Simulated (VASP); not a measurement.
The system is Co.

```
Co
1.0
     2.42013    0.00000    0.00000
    -1.21006    2.09589    0.00000
     0.00000    0.00000    7.92312
Co
4
Direct
  0.66667 0.33333 0.75000
  0.00000 0.00000 0.50000
  0.33333 0.66667 0.25000
  0.00000 0.00000 0.00000
```

Base run:

| Quantity | Value |
| --- | --- |
| Program | VASP 6.6.1 |
| Functional | PBE |
| Dispersion | D4 |
| Potentials or basis | VASP PAW PBE potentials, release 64 (Co_sv) |
| Cutoff | 600 eV |
| k mesh | 12 × 12 × 4 |
| Occupations | fermi-dirac, width 0.05 eV |
| Spin | collinear spin, ferromagnetic start |
| Starting moments | [2.0, 2.0, 2.0, 2.0] μB |

Its results: pressure 9.7 GPa; net moment 6.26 μB per cell; site moments Co +1.64, +1.61 (each value once) μB.

Task: The run is repeated on the same cell with these changes: functional from PBE to RPBE; dispersion from D4 to none. What comes out?

Result: Pressure 22.9 GPa; net moment 6.36 μB per cell; site moments Co +1.67, +1.64 (each value once) μB.

Several settings changed at once.

Caveats: the cell stands under pressure; the PAW data sets were made with another functional, which shifts forces and pressure a little (at least some runs).
